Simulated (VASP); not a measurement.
LiF:

```
Li F
1.0
     0.00000    2.01400    2.01400
     2.01400    0.00000    2.01400
     2.01400    2.01400    0.00000
Li F
1 1
Cartesian
  0.0000 0.0000 0.0000
  2.0140 2.0140 2.0140
```

| Quantity | Value |
| --- | --- |
| Program | VASP 6.6.1 |
| Task | relaxation of cell and atoms |
| Functional | r2SCAN |
| Potentials or basis | VASP PAW PBE potentials, release 64 (Li_sv, F) |
| Cutoff | 600 eV |
| k mesh | 20 × 20 × 20 |
| Occupations | fermi-dirac, width 0.05 eV |
| Spin | no spin polarisation |

At the start: pressure -3.2 GPa; volume 8.17 Å³/atom.

**Question.** How do energy, volume and symmetry change on relaxing?

**Answer.** Over 4 steps the energy falls by 3.7 meV/atom and the volume is 7.84 Å³/atom (-4.0 %); space group Fm-3m (No. 225, to 0.1 Å) before and after.

The path:
| step | energy change (eV) | largest force (eV/Å) | pressure (GPa) | volume (Å³) |
| --- | --- | --- | --- | --- |
| 1 | 0.0000 | 0.0000 | -3.25 | 16.34 |
| 2 | -0.0060 | 0.0000 | -1.48 | 15.95 |
| 3 | -0.0072 | 0.0000 | -0.39 | 15.75 |
| 4 | -0.0073 | 0.0000 | 0.00 | 15.68 |

Final structure:
```
Li F
1.0
     0.00000    1.98672    1.98672
     1.98672    0.00000    1.98672
     1.98672    1.98672    0.00000
Li F
1 1
Direct
  0.00000 0.00000 0.00000
  0.50000 0.50000 0.50000
```

Caveat: the cutoff is under 1.25 times the usual one of these potentials, so pressure, stress and relaxed cells hold a basis-set (Pulay) error; the PAW data sets were made with another functional, which shifts forces and pressure a little.
